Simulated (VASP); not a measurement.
Here is a VASP 6.6.1 calculation.

File INCAR:

```
ALGO = Normal
EDIFF = 1E-6
ENCUT = 520
GGA = PE
ISIF = 2
ISMEAR = 0
LASPH = T
LCHARG = F
LREAL = F
LWAVE = F
NBANDS = 15
NELM = 100
PREC = Accurate
SIGMA = 0.05
```

The input KPOINTS:

```
k-points
0
Gamma
  6 6 4
```

POSCAR

```
MgI2
1.0
    4.2783111250      0.0000000000      0.0000000000
   -2.1391555625      3.7051261196      0.0000000000
    0.0000000000      0.0000000000      7.0678600000
Mg I
1 2
Direct
    0.0000000000      0.0000000000      0.0000000000
    0.3333333333      0.6666666667      0.7576300000
    0.6666666667      0.3333333333      0.2423700000
```

Potentials or basis: VASP PAW PBE potentials, release 64 (Mg, I).

Command:

```bash
$ cat potpaw_PBE.64/Mg/POTCAR potpaw_PBE.64/I/POTCAR > POTCAR
$ mpirun -np 1 vasp_std > vasp.out
```

Task: What does it give for the largest force?

Result: 0.352 eV/Å.

Task: Estimate the band gap on the k mesh.

Result: 3.34 eV.

Task: Predict the pressure.

Result: -1.2 GPa.

Forces in eV/Å, atoms in the order of the input:
```
Mg   0.000  0.000  0.000
I    0.000  0.000  0.352
I    0.000  0.000 -0.352
```

Caveat: the cell differs from its parent crystal (strain +0.030 along x and y, +0.030 along z); spin-orbit coupling is left out, which moves the levels of the heavy elements; this functional lacks dispersion, which binds the layers, so the pressure and a relaxed spacing across them are unreliable. A k mesh can miss the band edges.
